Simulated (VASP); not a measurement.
# Mn3Zn (I4/mmm) in VASP: single point with RPBE+D4

Aim: the single point of Mn3Zn with RPBE+D4.

Everything below comes from runs of VASP 6.6.1. Logs are shortened: lines on timing, memory, paths and dates and some standing lists are left out, and cuts for length are marked.

## (1) The cell of the first run

It takes space group I4/mmm (No. 139, tetragonal). The conventional cell has a = 3.509 Å, b = 3.509 Å, c = 7.644 Å, α = 90.00°, β = 90.00°, γ = 90.00°. Within 3.3 Å of Mn (site symmetry -4m2) lie 8 Mn at 2.48 to 2.59 Å and 4 Zn at 2.59 Å. Within 3.3 Å of Mn (site symmetry 4/mmm) lie 4 Zn at 2.48 Å and 8 Mn at 2.59 Å. Within 3.3 Å of Zn (site symmetry 4/mmm) lie 12 Mn at 2.48 to 2.59 Å.

## (2) Single point, RPBE+D4, collinear spin, ferromagnetic start

File INCAR:

```
SYSTEM = Mn3Zn
PREC = Accurate
ENCUT = 520
EDIFF = 1E-6
ISMEAR = 1
SIGMA = 0.094
LREAL = .False.
LASPH = .True.
NELM = 150
ALGO = Fast
ISIF = 2
LWAVE = .False.
LCHARG = .True.
ISPIN = 2
MAGMOM = 4 4 4 0
LORBIT = 11
LMAXMIX = 4
GGA = RP
IVDW = 13
LELF = .True.
LVHAR = .True.
NBANDS = 38
```

File KPOINTS:

```
Automatic mesh
0
Gamma
  2 2 2
  0 0 0
```

File POSCAR:

```
Mn3Zn
1.0
   -1.7544100000      1.7544100000      3.8217990000
    1.7544100000     -1.7544100000      3.8217990000
    1.7544100000      1.7544100000     -3.8217990000
Mn Zn
3 1
Direct
    0.7500000000      0.2500000000      0.5000000000
    0.2500000000      0.7500000000      0.5000000000
    0.5000000000      0.5000000000      0.0000000000
    0.0000000000      0.0000000000      0.0000000000
```

Potentials or basis: VASP PAW PBE potentials, release 64 (Mn_pv, Zn).

Command:

```console
> cat potpaw_PBE.64/Mn_pv/POTCAR potpaw_PBE.64/Zn/POTCAR > POTCAR
> mpirun -np 1 vasp_std > vasp.out
```

OUTCAR:

```text
SYSTEM = Mn3Zn
   PREC = Accurate
   ENCUT = 520
   EDIFF = 1E-6
   ISMEAR = 1
   LREAL = .False.
   LASPH = .True.
   NELM = 150
   ISIF = 2
   ISPIN = 2
   LORBIT = 11
   GGA = RP
   IVDW = 13

 ion  position               nearest neighbor table
   1  0.750  0.250  0.500-   2 2.48   2 2.48   2 2.48   2 2.48   4 2.59   3 2.59   4 2.59   4 2.59
                             3 2.59   3 2.59   4 2.59   3 2.59
   2  0.250  0.750  0.500-   1 2.48   1 2.48   1 2.48   1 2.48   4 2.59   3 2.59   4 2.59   3 2.59
                             4 2.59   4 2.59   3 2.59   3 2.59
   3  0.500  0.500  0.000-   4 2.48   4 2.48   4 2.48   4 2.48   2 2.59   1 2.59   2 2.59   1 2.59
                             2 2.59   2 2.59   1 2.59   1 2.59
   4  0.000  0.000  0.000-   3 2.48   3 2.48   3 2.48   3 2.48   2 2.59   1 2.59   2 2.59   2 2.59
                             1 2.59   1 2.59   2 2.59   1 2.59

  LATTYP: Found a body centered tetragonal cell.
 ALAT       =     3.5088200000
 C/A-ratio  =     2.1783955860

  Lattice vectors:

 A1 = (  -1.7544100000,   1.7544100000,   3.8217990000)
 A2 = (   1.7544100000,  -1.7544100000,   3.8217990000)
 A3 = (   1.7544100000,   1.7544100000,  -3.8217990000)

Analysis of symmetry for initial positions (statically):
=====================================================================
 Subroutine PRICEL returns:
 Original cell was already a primitive cell.

 Routine SETGRP: Setting up the symmetry group for a
 body centered tetragonal supercell.

 Subroutine GETGRP returns: Found 16 space group operations
 (whereof 16 operations were pure point group operations)
 out of a pool of 16 trial point group operations.

The static configuration has the point symmetry D_4h.

Analysis of symmetry for dynamics (positions and initial velocities):
=====================================================================
 Subroutine PRICEL returns:
 Original cell was already a primitive cell.

 Routine SETGRP: Setting up the symmetry group for a
 body centered tetragonal supercell.

 Subroutine GETGRP returns: Found 16 space group operations
 (whereof 16 operations were pure point group operations)
 out of a pool of 16 trial point group operations.

The dynamic configuration has the point symmetry D_4h.

Analysis of structural, dynamic, and magnetic symmetry:
=====================================================================
 Subroutine PRICEL returns:
 Original cell was already a primitive cell.

 Routine SETGRP: Setting up the symmetry group for a
 body centered tetragonal supercell.

 Subroutine GETGRP returns: Found 16 space group operations
 (whereof 16 operations were pure point group operations)
 out of a pool of 16 trial point group operations.

The overall configuration has the point symmetry D_4h.

 Subroutine INISYM returns: Found 16 space group operations
 (whereof 16 operations are pure point group operations),
 and found     1 'primitive' translations

----------------------------------------------------------------------------------------

                                     Primitive cell

  volume of cell :      47.0533

  direct lattice vectors                    reciprocal lattice vectors
    -1.754410000  1.754410000  3.821799000     0.000000000  0.284996096  0.130828440
     1.754410000 -1.754410000  3.821799000     0.284996096  0.000000000  0.130828440
     1.754410000  1.754410000 -3.821799000     0.284996096  0.284996096  0.000000000

  length of vectors
     4.556539969  4.556539969  4.556539969     0.313590266  0.313590266  0.403045344

  position of ions in fractional coordinates (direct lattice)
     0.750000000  0.250000000  0.500000000
     0.250000000  0.750000000  0.500000000
     0.500000000  0.500000000  0.000000000
     0.000000000  0.000000000  0.000000000

  ion indices of the primitive-cell ions
   primitive index   ion index
                 1           1
                 2           2
                 3           3
                 4           4

----------------------------------------------------------------------------------------

 KPOINTS: Automatic mesh

Automatic generation of k-mesh.
 Grid dimensions read from file:
 generate k-points for:    2    2    2

 Generating k-lattice:

  Cartesian coordinates                     Fractional coordinates (reciprocal lattice)
     0.000000000  0.142498048  0.065414220     0.500000000  0.000000000 -0.000000000
     0.142498048  0.000000000  0.065414220     0.000000000  0.500000000 -0.000000000
     0.142498048  0.142498048  0.000000000     0.000000000  0.000000000  0.500000000

  Length of vectors
     0.156795133  0.156795133  0.201522672

  Shift w.r.t. Gamma in fractional coordinates (k-lattice)
     0.000000000  0.000000000  0.000000000

 Subroutine IBZKPT returns following result:
 ===========================================

 Found      4 irreducible k-points:

 Following reciprocal coordinates:
            Coordinates               Weight
  0.000000  0.000000  0.000000      1.000000
  0.500000 -0.000000  0.000000      4.000000
  0.500000  0.500000  0.000000      2.000000
  0.500000  0.500000  0.500000      1.000000
   k-points           NKPTS =      4   k-points in BZ     NKDIM =      4   number of bands    NBANDS=     38
   number of dos      NEDOS =    301   number of ions     NIONS =      4
   total plane-waves  NPLWV =  46656
   dimension x,y,z NGX =    36 NGY =   36 NGZ =   36
   dimension x,y,z NGXF=    72 NGYF=   72 NGZF=   72
   ions per type =               3   1
   NGX,Y,Z   is equivalent  to a cutoff of  13.13, 13.13, 13.13 a.u.
   NGXF,Y,Z  is equivalent  to a cutoff of  26.27, 26.27, 26.27 a.u.
 SYSTEM =  Mn3Zn
   PREC   = accura    normal or accurate (medium, high low for compatibility)
   ISTART =      0    job   : 0-new  1-cont  2-samecut
   ICHARG =      2    charge: 1-file 2-atom 10-const
   ISPIN  =      2    spin polarized calculation?
   LNONCOLLINEAR =      F non collinear calculations
   LSORBIT =      F    spin-orbit coupling
   LASPH  =      T    aspherical Exc in radial PAW
   ENCUT  =  520.0 eV  38.22 Ry    6.18 a.u.   8.47  8.47  8.47*2*pi/ulx,y,z
   NELM   =    150;   NELMIN=  2; NELMDL= -5     # of ELM steps
   EDIFF  = 0.1E-05   stopping-criterion for ELM
   LREAL  =      F    real-space projection
   EDIFFG = 0.1E-04   stopping-criterion for IOM
   NSW    =      0    number of steps for IOM
   IBRION =     -1    ionic relax: 0-MD 1-quasi-New 2-CG
   NFREE  =      0    steps in history (QN), initial steepest desc. (CG)
   ISIF   =      2    stress and relaxation
   ISYM   =      2    0-nonsym 1-usesym 2-fastsym
   POTIM  = 0.5000    time-step for ionic-motion
   TEBEG  =    0.0;   TEEND  =   0.0 temperature during run
   PSTRESS=    0.0 pullay stress
   NELECT =      51.0000    total number of electrons
   NUPDOWN=      -1.0000    fix difference up-down
   EMIN   =  10.00;   EMAX   =-10.00  energy-range for DOS
   EFERMI =   0.00;   METHOD = LEGACY
   ISMEAR =     1;   SIGMA  =   0.09  broadening in eV -4-tet -1-fermi 0-gaus
   EFERMI_NEDOS =   21; number of points for ismear=-14 and -15
   IALGO  =     68    algorithm
   IMIX   =      4    mixing-type and parameters
     AMIX     =   0.40;   BMIX     =  1.00
     AMIX_MAG =   1.60;   BMIX_MAG =  1.00
  volume/ion in A,a.u.               =      11.76        79.38
  Fermi-wavevector in a.u.,A,eV,Ry     =   1.681647  3.177852 38.476422  2.827937
  Thomas-Fermi vector in A             =   2.765167
   LORBIT       =     11    0 simple, 1 ext, 2 COOP (PROOUT), +10 PAW based schemes
   GGA     = RP    functional components
   LHFCALC =     F    Hartree Fock is set to
   AEXX    =    0.0000 exact exchange contribution
   IVDW    =    13    specifies the selected vdW correction
   LEPSILON=     F    determine dielectric tensor
   LRPA    =     F    only Hartree local field effects (RPA)
 spin polarized calculation
 RMM-DIIS sequential band-by-band and
 Methfessel and Paxton  Order N= 1 SIGMA  =   0.09
  energy-cutoff  :      520.00
  volume of cell :       47.05
 maximum number of plane-waves:      1307
 NGX is ok and might be reduce to    36
   NGX = 17   NGY = 17   NGZ = 17

 number of electron      51.0000000 magnetization      12.0000000

 number of electron      50.9999993 magnetization       5.5047833

 Free energy of the ion-electron system (eV)
  ---------------------------------------------------
  ext. energy  EPLUGINS =         0.00000000
  ---------------------------------------------------
  free energy    TOTEN  =       -24.90914294 eV

  energy without entropy =      -24.90655086  energy(sigma->0) =      -24.90827892

 E-fermi :   8.1985     XC(G=0): -13.1792

 val. band max:        8.1582135193   @ k =   0.5000  -0.0000   0.0000
 cond. band min:       8.2240153965   @ k =   0.5000   0.5000   0.5000
 fundamental gap:      0.0658018771
 Fermi energy:         8.1985259646

 spin component 1

 k-point     1 :       0.0000    0.0000    0.0000
  band No.  band energies     occupation
      1     -40.8066      1.00000
      2     -40.6889      1.00000
      3     -40.6327      1.00000
      4     -40.6327      1.00000
      5     -40.3214      1.00000
      6     -40.3214      1.00000
[... 149 lines left out ...]
     36      19.9817      0.00000
     37      21.2051      0.00000
 Fermi energy:         8.1985259646

 spin component 2

 k-point     1 :       0.0000    0.0000    0.0000
  band No.  band energies     occupation
      1     -38.9459      1.00000
      2     -38.8092      1.00000
      3     -38.8092      1.00000
      4     -38.5664      1.00000
      5     -38.5664      1.00000
      6     -38.3743      1.00000
[... 149 lines left out ...]
     36      20.1698      0.00000
     37      21.6817      0.00000
 [bands above 37 left out]

------------------------ aborting loop because EDIFF is reached ----------------------------------------

  DFT-D4 for vdW energy calculation

  Edisp (eV):   -2.87158

  FORCE on cell =-STRESS in cart. coord.  units (eV):
  Direction    XX          YY          ZZ          XY          YZ          ZX
  --------------------------------------------------------------------------------------
  -------------------------------------------------------------------------------------
  Total       2.46550     2.46550    -2.78112     0.00000     0.00000     0.00000
  in kB      83.95099    83.95099   -94.69789     0.00000     0.00000     0.00000
  external pressure =       24.40 kB  Pullay stress =        0.00 kB

 VOLUME and BASIS-vectors are now :
 -----------------------------------------------------------------------------
  energy-cutoff  :      520.00
  volume of cell :       47.05
      direct lattice vectors                 reciprocal lattice vectors
    -1.754410000  1.754410000  3.821799000     0.000000000  0.284996096  0.130828440
     1.754410000 -1.754410000  3.821799000     0.284996096  0.000000000  0.130828440
     1.754410000  1.754410000 -3.821799000     0.284996096  0.284996096  0.000000000

 POSITION                                       TOTAL-FORCE (eV/Angst)
 -----------------------------------------------------------------------------------
      0.00000      1.75441      1.91090         0.000000      0.000000      0.000000
      1.75441      0.00000      1.91090        -0.000000      0.000000     -0.000000
      0.00000      0.00000      3.82180        -0.000000     -0.000000     -0.000000
      0.00000      0.00000      0.00000        -0.000000     -0.000000     -0.000000
 -----------------------------------------------------------------------------------
    total drift:                               -0.000000      0.000000      0.000000

  FREE ENERGIE OF THE ION-ELECTRON SYSTEM (eV)
  ---------------------------------------------------
  free  energy   TOTEN  =       -27.7807180486 eV

  energy  without entropy=      -27.7781259678  energy(sigma->0) =      -27.77985402

 total charge

# of ion       s       p       d       tot
------------------------------------------
    1        0.369   6.327   5.116  11.812
    2        0.369   6.327   5.116  11.812
    3        0.356   6.327   5.127  11.810
    4        0.666   0.693   9.722  11.081
--------------------------------------------------
tot          1.760  19.674  25.081  46.515

 magnetization (x)

# of ion       s       p       d       tot
------------------------------------------
    1        0.012   0.035   1.982   2.029
    2        0.012   0.035   1.982   2.029
    3       -0.010   0.019   1.206   1.216
    4       -0.029  -0.019   0.055   0.007
--------------------------------------------------
tot         -0.016   0.071   5.224   5.280
```

Run time: 28 s. Hardware: 1 thread of Intel Xeon 6975P-C (Granite Rapids), shared host; peak memory 0.23 GiB.

What came out:

```yaml
Free_energy: -27.7807 eV
Pressure: 2.4 GPa
Net_moment: 5.50 μB per cell
Site_moments: Mn +2.03, +1.22; Zn +0.01 μB
Valence_electrons_inside_the_program's_atomic_spheres: Mn 11.81; Zn 11.08
Dispersion_energy_per_atom: -0.718 eV
```

Levels at points of the mesh, in eV from the Fermi level:
Spin up:
| k point | band 23 | band 24 | band 25 | band 26 | band 27 | band 28 | band 29 | band 30 | band 31 | band 32 |
| --- | --- | --- | --- | --- | --- | --- | --- | --- | --- | --- |
| (0.00, 0.00, 0.00) | -1.44 | -0.73 | -0.64 | -0.51 | 0.29 | 0.33 | 0.33 | 0.64 | 1.63 | 6.92 |
| (0.50, 0.00, 0.00) | -1.40 | -1.37 | -1.13 | -0.83 | -0.68 | -0.55 | -0.53 | 0.77 | 0.93 | 2.90 |
| (0.50, 0.50, 0.00) | -1.17 | -1.06 | -0.91 | -0.56 | -0.44 | -0.21 | -0.20 | 0.39 | 0.85 | 1.01 |
| (0.50, 0.50, 0.50) | -0.71 | -0.50 | -0.50 | -0.42 | 0.25 | 0.59 | 0.84 | 0.84 | 1.63 | 2.47 |
Spin down:
```tsv
k point	band 21	band 22	band 23	band 24	band 25	band 26
(0.00, 0.00, 0.00)	-0.74	-0.74	-0.54	0.98	1.16	1.40
(0.50, 0.00, 0.00)	-1.15	-0.11	-0.04	0.46	0.62	0.93
(0.50, 0.50, 0.00)	-0.89	-0.76	-0.28	0.05	0.42	1.38
(0.50, 0.50, 0.50)	-1.39	0.03	0.92	1.47	1.47	1.72
```

Caveat: the k points lie up to 1.27 Å⁻¹ apart; the PAW data sets were made with another functional, which shifts forces and pressure a little; pairwise dispersion overbinds metals, which lowers pressure and volume.
